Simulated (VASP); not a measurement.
# Cr (Pm-3m) in VASP: a series of runs

Cr is run at these levels: r2SCAN; tasks: single point.

All numbers are computed with VASP 6.6.1; they aren't measurements. Logs are shortened: lines on timing, memory, paths and dates and some standing lists are left out, and cuts for length are marked.

## Step 1: The cell of the first run

Symmetry: Pm-3m, No. 221, cubic system. Conventional cell: a = 2.523 Å, b = 2.523 Å, c = 2.523 Å, α = 90.00°, β = 90.00°, γ = 90.00°. Cr (site symmetry m-3m) has 6 Cr at 2.52 Å within 3.3 Å.

This isn't the form of Cr at room conditions, which is bcc.

## Step 2: Single point, r2SCAN, collinear spin, antiferromagnetic start (16.06 Å³/atom)

Contents of POSCAR:

```
Cr
1.0
    0.0000000000      2.5230105846      2.5230105846
    2.5230105846      0.0000000000      2.5230105846
    2.5230105846      2.5230105846      0.0000000000
Cr
2
Direct
    1.0000000000      0.0000000000      0.0000000000
    0.5000000000      0.5000000000      0.5000000000
```

Contents of INCAR.step1:

```
SYSTEM = Cr
PREC = Accurate ; ENCUT = 550
ISMEAR = -1 ; SIGMA = 0.05
LREAL = .FALSE. ; LASPH = .TRUE.
NELM = 200 ; ISPIN = 2
MAGMOM = 3.171 -3.171 ; LMAXMIX = 4
NBANDS = 23 ; GGA = PE
ALGO = Normal ; EDIFF = 1E-5
LWAVE = .TRUE. ; LCHARG = .FALSE.
GGA_COMPAT = .FALSE.
```

Contents of INCAR.step2:

```
SYSTEM = Cr
PREC = Accurate ; ENCUT = 550
EDIFF = 1E-6 ; ISMEAR = -1
SIGMA = 0.05 ; LREAL = .FALSE.
LASPH = .TRUE. ; NELM = 200
ALGO = Normal ; ISIF = 2
LWAVE = .FALSE. ; LCHARG = .TRUE.
ISPIN = 2 ; MAGMOM = 3.171 -3.171
LORBIT = 11 ; LMAXMIX = 4
METAGGA = R2SCAN ; LMIXTAU = .TRUE.
LELF = .TRUE. ; LVHAR = .TRUE.
NBANDS = 23 ; ISTART = 1
GGA_COMPAT = .FALSE.
```

Contents of KPOINTS:

```
Automatic mesh
0
G
  12 12 12
  0 0 0
```

Potentials or basis: VASP PAW PBE potentials, release 64 (Cr_pv).

Started as:

```console
$ cat potpaw_PBE.64/Cr_pv/POTCAR > POTCAR
$ cp INCAR.step1 INCAR
$ mpirun -np 1 vasp_std > vasp.out
$ cp INCAR.step2 INCAR
$ mpirun -np 1 vasp_std > vasp.out
```

OUTCAR:

```text
SYSTEM = Cr
   PREC = Accurate
   ENCUT = 550
   EDIFF = 1E-6
   ISMEAR = -1
   LREAL = .FALSE.
   LASPH = .TRUE.
   NELM = 200
   ISIF = 2
   ISPIN = 2
   LORBIT = 11
   METAGGA = R2SCAN
   ISTART = 1

 ion  position               nearest neighbor table
   1  0.000  0.000  0.000-   2 2.52   2 2.52   2 2.52   2 2.52   2 2.52   2 2.52
   2  0.500  0.500  0.500-   1 2.52   1 2.52   1 2.52   1 2.52   1 2.52   1 2.52

  LATTYP: Found a face centered cubic cell.
 ALAT       =     5.0460211692

  Lattice vectors:

 A1 = (   0.0000000000,   2.5230105846,   2.5230105846)
 A2 = (   2.5230105846,   0.0000000000,   2.5230105846)
 A3 = (   2.5230105846,   2.5230105846,   0.0000000000)

Analysis of symmetry for initial positions (statically):
=====================================================================
 Subroutine PRICEL returns following result:

  LATTYP: Found a simple cubic cell.
 ALAT       =     2.5230105846
[... 12 lines left out ...]
 Subroutine GETGRP returns: Found 48 space group operations
 (whereof 48 operations were pure point group operations)
 out of a pool of 48 trial point group operations.

The static configuration has the point symmetry O_h .

Analysis of symmetry for dynamics (positions and initial velocities):
=====================================================================
 Subroutine PRICEL returns following result:

  LATTYP: Found a simple cubic cell.
 ALAT       =     2.5230105846
[... 12 lines left out ...]
 Subroutine GETGRP returns: Found 48 space group operations
 (whereof 48 operations were pure point group operations)
 out of a pool of 48 trial point group operations.

The dynamic configuration has the point symmetry O_h .

Analysis of structural, dynamic, and magnetic symmetry:
=====================================================================
 Subroutine PRICEL returns following result:

  LATTYP: Found a simple cubic cell.
 ALAT       =     2.5230105846
[... 12 lines left out ...]
 Subroutine GETGRP returns: Found 48 space group operations
 (whereof 48 operations were pure point group operations)
 out of a pool of 48 trial point group operations.

The overall configuration has the point symmetry O_h .

 Subroutine INISYM returns: Found 48 space group operations
 (whereof 48 operations are pure point group operations),
 and found     2 'primitive' translations

----------------------------------------------------------------------------------------

                                     Primitive cell

  volume of cell :      16.0604

  direct lattice vectors                    reciprocal lattice vectors
    -2.523010585  0.000000000  0.000000000    -0.396351885  0.000000000  0.000000000
[... 109 lines left out ...]
   METAGGA = R2SCAN    functional components
   LHFCALC =     F    Hartree Fock is set to
   AEXX    =    0.0000 exact exchange contribution
   IVDW    =     0    specifies the selected vdW correction
   LEPSILON=     F    determine dielectric tensor
   LRPA    =     F    only Hartree local field effects (RPA)
 spin polarized calculation
  energy-cutoff  :      550.00
  volume of cell :       32.12
 maximum number of plane-waves:       960
   NGX = 13   NGY = 13   NGZ = 13

 number of electron      24.0000019 magnetization       0.0000000

 number of electron      24.0000019 magnetization      -0.0000000

 Free energy of the ion-electron system (eV)
  ---------------------------------------------------
  ext. energy  EPLUGINS =         0.00000000
  ---------------------------------------------------
  free energy    TOTEN  =       -28.16203001 eV

  energy without entropy =      -28.15624218  energy(sigma->0) =      -28.15913609

 E-fermi :   7.1798     XC(G=0): -12.5264

 val. band max:        7.1519295861   @ k =  -0.3333   0.2500   0.0000
 cond. band min:       7.2586070266   @ k =  -0.4167   0.5000   0.0833
 fundamental gap:      0.1066774405
 Fermi energy:         7.1798375956

 spin component 1

 k-point     1 :       0.0000    0.0000    0.0000
  band No.  band energies     occupation
      1     -38.3835      1.00000
      2     -38.3835      1.00000
      3     -38.3835      1.00000
      4     -34.0265      1.00000
      5     -34.0265      1.00000
      6     -34.0265      1.00000
[... 613 lines left out ...]
     22      17.7254      0.00000
     23      20.1418      0.00000

 [... further k-points ...]

 spin component 2

 k-point     1 :       0.0000    0.0000    0.0000
  band No.  band energies     occupation
      1     -38.3835      1.00000
      2     -38.3835      1.00000
      3     -38.3835      1.00000
      4     -34.0265      1.00000
      5     -34.0265      1.00000
      6     -34.0265      1.00000
[... 613 lines left out ...]
     22      17.7254      0.00000
     23      20.1418      0.00000

 [... further k-points ...]

------------------------ aborting loop because EDIFF is reached ----------------------------------------

  FORCE on cell =-STRESS in cart. coord.  units (eV):
  Direction    XX          YY          ZZ          XY          YZ          ZX
  --------------------------------------------------------------------------------------
  -------------------------------------------------------------------------------------
  Total        0.0249532      0.0249532      0.0249532     -0.0000000      0.0000000      0.0000000
  in kB        1.2446570      1.2446570      1.2446570     -0.0000000      0.0000000      0.0000000
  external PRESSURE =       1.2446570 kB  Pullay stress =       0.0000000 kB

 VOLUME and BASIS-vectors are now :
 -----------------------------------------------------------------------------
  energy-cutoff  :      550.00
  volume of cell :       32.12
      direct lattice vectors                 reciprocal lattice vectors
     0.000000000  2.523010585  2.523010585    -0.198175942  0.198175942  0.198175942
     2.523010585  0.000000000  2.523010585     0.198175942 -0.198175942  0.198175942
     2.523010585  2.523010585  0.000000000     0.198175942  0.198175942 -0.198175942

 POSITION                                       TOTAL-FORCE (eV/Angst)
 -----------------------------------------------------------------------------------
      0.00000      0.00000      0.00000         0.000000     -0.000000      0.000000
      2.52301      2.52301      2.52301        -0.000000      0.000000     -0.000000
 -----------------------------------------------------------------------------------
    total drift:                                0.000000      0.000000      0.000000

  FREE ENERGIE OF THE ION-ELECTRON SYSTEM (eV)
  ---------------------------------------------------
  free  energy   TOTEN  =       -28.1620300059 eV

  energy  without entropy=      -28.1562421757  energy(sigma->0) =      -28.15913609

 total charge

# of ion       s       p       d       tot
------------------------------------------
    1        0.613   6.170   4.221  11.005
    2        0.613   6.170   4.221  11.005
--------------------------------------------------
tot          1.226  12.341   8.443  22.010

 magnetization (x)

# of ion       s       p       d       tot
------------------------------------------
    1        0.154  -0.024   3.287   3.417
    2       -0.154   0.024  -3.287  -3.417
--------------------------------------------------
tot          0.000   0.000   0.000   0.000
```

OSZICAR.step1:

```text
N       E                     dE             d eps       ncg     rms          rms(c)
DAV:   1     0.257213629139E+03    0.25721E+03   -0.13818E+04  6632   0.125E+03
DAV:   2    -0.989741254893E+01   -0.26711E+03   -0.25851E+03  6708   0.377E+02
DAV:   3    -0.180627746773E+02   -0.81654E+01   -0.81002E+01  7933   0.793E+01
DAV:   4    -0.181475292086E+02   -0.84755E-01   -0.84608E-01  7940   0.789E+00
DAV:   5    -0.181489510704E+02   -0.14219E-02   -0.14177E-02  7262   0.101E+00    0.140E+01
DAV:   6    -0.165849863953E+02    0.15640E+01   -0.75473E+00  7177   0.276E+01    0.774E+00
DAV:   7    -0.167914420491E+02   -0.20646E+00   -0.57837E-01  7184   0.722E+00    0.293E+00
DAV:   8    -0.168237209131E+02   -0.32279E-01   -0.94243E-02  7318   0.202E+00    0.134E+00
DAV:   9    -0.168362369494E+02   -0.12516E-01   -0.13665E-01  7325   0.220E+00    0.450E-01
DAV:  10    -0.168362499917E+02   -0.13042E-04   -0.40685E-03  6953   0.540E-01    0.277E-01
DAV:  11    -0.168364795054E+02   -0.22951E-03   -0.13669E-03  7156   0.247E-01    0.625E-02
DAV:  12    -0.168364895615E+02   -0.10056E-04   -0.94075E-05  7408   0.591E-02    0.186E-02
DAV:  13    -0.168364927775E+02   -0.32161E-05   -0.35062E-06  3466   0.153E-02
   1 F= -.16836493E+02 E0= -.16831867E+02  d E =-.925062E-02  mag=    -0.0000
```

It took 6.2 min on 1 thread of Intel Xeon Platinum 8259CL at 2.50GHz (Skylake/Cascade Lake), shared host; peak memory 0.24 GiB.

What came out:

* Free energy: -28.1620 eV
* Pressure: 0.1 GPa
* Band gap on the k mesh: zero (filled and empty bands overlap)
* Net moment: 0.00 μB per cell
* Site moments: Cr +3.42, -3.42 μB
* Valence electrons inside the program's atomic spheres: Cr 11.01

Caveat: the antiferromagnetic order is the one typed at the start, and another may lie lower; the PAW data sets were made with another functional, which shifts forces and pressure a little.

## Step 3: Single point, r2SCAN, collinear spin, antiferromagnetic start (16.70 Å³/atom)

This run uses another cell than the first one, of 16.70 Å³/atom.

Contents of POSCAR:

```
Cr
1.0
    0.0000000000      2.5562118997      2.5562118997
    2.5562118997      0.0000000000      2.5562118997
    2.5562118997      2.5562118997      0.0000000000
Cr
2
Direct
    1.0000000000      0.0000000000      0.0000000000
    0.5000000000      0.5000000000      0.5000000000
```

Contents of INCAR.step1:

```
ALGO = Normal
EDIFF = 1E-5
ENCUT = 550
GGA = PE
GGA_COMPAT = False
ISMEAR = -1
ISPIN = 2
LASPH = True
LCHARG = False
LMAXMIX = 4
LREAL = False
LWAVE = True
MAGMOM = 3.171 -3.171
NBANDS = 23
NELM = 200
PREC = Accurate
SIGMA = 0.05
```

Contents of INCAR.step2:

```
ALGO = Normal
EDIFF = 1E-6
ENCUT = 550
GGA_COMPAT = False
ISIF = 2
ISMEAR = -1
ISPIN = 2
ISTART = 1
LASPH = True
LCHARG = False
LMAXMIX = 4
LMIXTAU = True
LORBIT = 11
LREAL = False
LWAVE = False
MAGMOM = 3.171 -3.171
METAGGA = R2SCAN
NBANDS = 23
NELM = 200
PREC = Accurate
SIGMA = 0.05
```

Contents of KPOINTS:

```
k-points
0
Gamma
  12 12 12
```

Potentials or basis: VASP PAW PBE potentials, release 64 (Cr_pv).

Started as:

```console
$ cat potpaw_PBE.64/Cr_pv/POTCAR > POTCAR
$ cp INCAR.step1 INCAR
$ mpirun -np 1 vasp_std > vasp.out
$ cp INCAR.step2 INCAR
$ mpirun -np 1 vasp_std > vasp.out
```

Run time: 6.5 min. Hardware: 1 thread of Intel Xeon Platinum 8259CL at 2.50GHz (Skylake/Cascade Lake), shared host; peak memory 0.23 GiB.

Results (log left out):

- Free energy: -28.1557 eV
- Pressure: -1.9 GPa
- Band gap on the k mesh: zero (filled and empty bands overlap)
- Net moment: 0.00 μB per cell
- Site moments: Cr +3.50, -3.50 μB
- Valence electrons inside the program's atomic spheres: Cr 10.95

Levels at points of the mesh, in eV from the Fermi level:
Spin up:
| k point | band 9 | band 10 | band 11 | band 12 | band 13 | band 14 | band 15 | band 16 |
| --- | --- | --- | --- | --- | --- | --- | --- | --- |
| (0.00, 0.00, 0.00) | -2.19 | -2.03 | -2.03 | -2.03 | 2.12 | 3.66 | 3.66 | 3.66 |
| (0.50, 0.00, 0.00) | -1.59 | -1.59 | -0.66 | -0.66 | 0.70 | 1.72 | 1.72 | 2.15 |
| (0.50, 0.50, 0.00) | -1.68 | -0.94 | -0.63 | -0.44 | -0.44 | 2.13 | 3.40 | 3.80 |
Spin down:
| k point | band 8 | band 9 | band 10 | band 11 | band 12 | band 13 | band 14 | band 15 | band 16 | band 17 |
| --- | --- | --- | --- | --- | --- | --- | --- | --- | --- | --- |
| (0.00, 0.00, 0.00) | -2.19 | -2.19 | -2.03 | -2.03 | -2.03 | 2.12 | 3.66 | 3.66 | 3.66 | 4.56 |
| (0.50, 0.00, 0.00) | -2.46 | -1.59 | -1.59 | -0.66 | -0.66 | 0.70 | 1.72 | 1.72 | 2.15 | 3.46 |
| (0.50, 0.50, 0.00) | -2.90 | -1.68 | -0.94 | -0.63 | -0.44 | -0.44 | 2.13 | 3.40 | 3.80 | 3.80 |

Caveat: the antiferromagnetic order is the one typed at the start, and another may lie lower; the PAW data sets were made with another functional, which shifts forces and pressure a little.

## Step 4: Single point, r2SCAN, collinear spin, antiferromagnetic start (17.35 Å³/atom)

This run uses another cell than the first one, of 17.35 Å³/atom.

Contents of POSCAR:

```
Cr
1.0
    0.0000000000      2.5885724477      2.5885724477
    2.5885724477      0.0000000000      2.5885724477
    2.5885724477      2.5885724477      0.0000000000
Cr
2
Direct
    1.0000000000      0.0000000000      0.0000000000
    0.5000000000      0.5000000000      0.5000000000
```

Contents of INCAR.step1:

```
PREC     = Accurate       # precision mode
ENCUT    = 550            # plane-wave cutoff, eV
ISMEAR   = -1             # smearing method
SIGMA    = 0.05           # smearing width, eV
LREAL    = False          # projectors in reciprocal space
LASPH    = True           # aspherical terms in the spheres
NELM     = 200            # most SCF steps
ISPIN    = 2              # spin polarisation
MAGMOM   = 3.171 -3.171   # initial moments
LMAXMIX  = 4              # l up to which the mixer works
NBANDS   = 23             # bands
GGA      = PE             # functional
ALGO     = Normal         # electronic algorithm
EDIFF    = 1E-5           # SCF threshold, eV
LWAVE    = True           # write WAVECAR
LCHARG   = False          # write CHGCAR
GGA_COMPAT= False
```

Contents of INCAR.step2:

```
PREC     = Accurate       # precision mode
ENCUT    = 550            # plane-wave cutoff, eV
EDIFF    = 1E-6           # SCF threshold, eV
ISMEAR   = -1             # smearing method
SIGMA    = 0.05           # smearing width, eV
LREAL    = False          # projectors in reciprocal space
LASPH    = True           # aspherical terms in the spheres
NELM     = 200            # most SCF steps
ALGO     = Normal         # electronic algorithm
ISIF     = 2              # what is computed and relaxed
LWAVE    = False          # write WAVECAR
LCHARG   = False          # write CHGCAR
ISPIN    = 2              # spin polarisation
MAGMOM   = 3.171 -3.171   # initial moments
LORBIT   = 11             # projections on sites
LMAXMIX  = 4              # l up to which the mixer works
METAGGA  = R2SCAN         # meta-GGA
LMIXTAU  = True         
NBANDS   = 23             # bands
ISTART   = 1            
GGA_COMPAT= False
```

Contents of KPOINTS:

```
regular mesh
0
Gamma
  12 12 12
```

Started as:

```console
$ cat potpaw_PBE.64/Cr_pv/POTCAR > POTCAR
$ cp INCAR.step1 INCAR
$ mpirun -np 1 vasp_std > vasp.out
$ cp INCAR.step2 INCAR
$ mpirun -np 1 vasp_std > vasp.out
```

Wall time 6.5 min (1 thread of Intel Xeon Platinum 8259CL at 2.50GHz (Skylake/Cascade Lake), shared host); peak memory 0.24 GiB.

It converged, with:

```yaml
Free_energy: -28.1343 eV
Pressure: -3.6 GPa
Band_gap_on_the_k_mesh: zero (filled and empty bands overlap)
Net_moment: 0.00 μB per cell
Site_moments: Cr +3.56, -3.56 μB
Valence_electrons_inside_the_program's_atomic_spheres: Cr 10.91
```

Levels at points of the mesh, in eV from the Fermi level:
Spin up:
| k point | band 10 | band 11 | band 12 | band 13 | band 14 | band 15 |
| --- | --- | --- | --- | --- | --- | --- |
| (0.00, 0.00, 0.00) | -1.91 | -1.91 | -1.91 | 2.18 | 3.69 | 3.69 |
| (0.50, 0.00, 0.00) | -1.53 | -0.64 | -0.64 | 0.62 | 1.83 | 1.83 |
| (0.50, 0.50, 0.00) | -0.90 | -0.56 | -0.44 | -0.44 | 2.19 | 3.40 |
Spin down:
```
           k point  band 10  band 11  band 12  band 13  band 14  band 15
(0.00, 0.00, 0.00)    -1.91    -1.91    -1.91     2.18     3.69     3.69
(0.50, 0.00, 0.00)    -1.53    -0.64    -0.64     0.62     1.83     1.83
(0.50, 0.50, 0.00)    -0.90    -0.56    -0.44    -0.44     2.19     3.40
```

Caveat: the cell stands under tension; the antiferromagnetic order is the one typed at the start, and another may lie lower; the PAW data sets were made with another functional, which shifts forces and pressure a little.

## Step 5: Single point, r2SCAN, collinear spin, antiferromagnetic start (17.99 Å³/atom)

This run uses another cell than the first one, of 17.99 Å³/atom.

Contents of POSCAR:

```
Cr
1.0
    0.0000000000      2.6201435158      2.6201435158
    2.6201435158      0.0000000000      2.6201435158
    2.6201435158      2.6201435158      0.0000000000
Cr
2
Direct
    1.0000000000      0.0000000000      0.0000000000
    0.5000000000      0.5000000000      0.5000000000
```

Contents of INCAR.step1:

```
PREC = Accurate
ENCUT = 550
ISMEAR = -1
SIGMA = 0.05
LREAL = False
LASPH = True
NELM = 200
ISPIN = 2
MAGMOM = 3.171 -3.171
LMAXMIX = 4
NBANDS = 23
GGA = PE
ALGO = Normal
EDIFF = 1E-5
LWAVE = True
LCHARG = False
GGA_COMPAT = False
```

Contents of INCAR.step2:

```
PREC = Accurate
ENCUT = 550
EDIFF = 1E-6
ISMEAR = -1
SIGMA = 0.05
LREAL = False
LASPH = True
NELM = 200
ALGO = Normal
ISIF = 2
LWAVE = False
LCHARG = False
ISPIN = 2
MAGMOM = 3.171 -3.171
LORBIT = 11
LMAXMIX = 4
METAGGA = R2SCAN
LMIXTAU = True
NBANDS = 23
ISTART = 1
GGA_COMPAT = False
```

KPOINTS is that of step 4.

Started as:

```console
$ cat potpaw_PBE.64/Cr_pv/POTCAR > POTCAR
$ cp INCAR.step1 INCAR
$ mpirun -np 1 vasp_std > vasp.out
$ cp INCAR.step2 INCAR
$ mpirun -np 1 vasp_std > vasp.out
```

Wall time 6 min (1 thread of Intel Xeon Platinum 8259CL at 2.50GHz (Skylake/Cascade Lake), shared host); peak memory 0.24 GiB.

The run converged. Its results:

```
Free energy                                           : -28.1004 eV
Pressure                                              : -5.0 GPa
Band gap on the k mesh                                : zero (filled and empty bands overlap)
Net moment                                            : 0.00 μB per cell
Site moments                                          : Cr +3.63, -3.63 μB
Valence electrons inside the program's atomic spheres : Cr 10.86
```

Levels at points of the mesh, in eV from the Fermi level:
Spin up:
```
           k point  band 8  band 9  band 10  band 11  band 12  band 13  band 14  band 15  band 16  band 17
(0.00, 0.00, 0.00)   -1.96   -1.96    -1.80    -1.80    -1.80     2.23     3.71     3.71     3.71     4.53
(0.50, 0.00, 0.00)   -2.25   -1.49    -1.49    -0.63    -0.63     0.55     1.94     1.94     2.26     3.63
(0.50, 0.50, 0.00)   -2.73   -1.50    -0.86    -0.51    -0.44    -0.44     2.25     3.39     3.94     3.94
```
Spin down:
| k point | band 8 | band 9 | band 10 | band 11 | band 12 | band 13 | band 14 | band 15 | band 16 | band 17 |
| --- | --- | --- | --- | --- | --- | --- | --- | --- | --- | --- |
| (0.00, 0.00, 0.00) | -1.96 | -1.96 | -1.80 | -1.80 | -1.80 | 2.23 | 3.71 | 3.71 | 3.71 | 4.53 |
| (0.50, 0.00, 0.00) | -2.25 | -1.49 | -1.49 | -0.63 | -0.63 | 0.55 | 1.94 | 1.94 | 2.26 | 3.63 |
| (0.50, 0.50, 0.00) | -2.73 | -1.50 | -0.86 | -0.51 | -0.44 | -0.44 | 2.25 | 3.39 | 3.94 | 3.94 |

Caveat: the cell stands under tension; the antiferromagnetic order is the one typed at the start, and another may lie lower; the PAW data sets were made with another functional, which shifts forces and pressure a little.

## Step 6: Overview

| cell | gap on the mesh (eV) | pressure (GPa) | moment (μB) |
| --- | --- | --- | --- |
| a = 3.568 Å, angles 60.0°, 2 atoms | none | 0.1 | 0.00 |
| a = 3.615 Å, angles 60.0°, 2 atoms | none | -1.9 | 0.00 |
| a = 3.661 Å, angles 60.0°, 2 atoms | none | -3.6 | 0.00 |
| a = 3.705 Å, angles 60.0°, 2 atoms | none | -5.0 | 0.00 |

Alike in all rows: task single point; level r2SCAN; potentials or basis VASP PAW PBE potentials, release 64 (Cr_pv); spin collinear, antiferromagnetic start; k mesh 12 × 12 × 12; cutoff (eV) 550; smearing fermi-dirac 0.05 eV.

Caveats: the antiferromagnetic order is the one typed at the start, and another may lie lower; the PAW data sets were made with another functional, which shifts forces and pressure a little; the cell stands under tension (at least some runs).

Total energies depend on the potentials used, so only differences within one code and one set of settings carry meaning.

The gap in the log of VASP goes by the Fermi energy; the results here count the filled bands.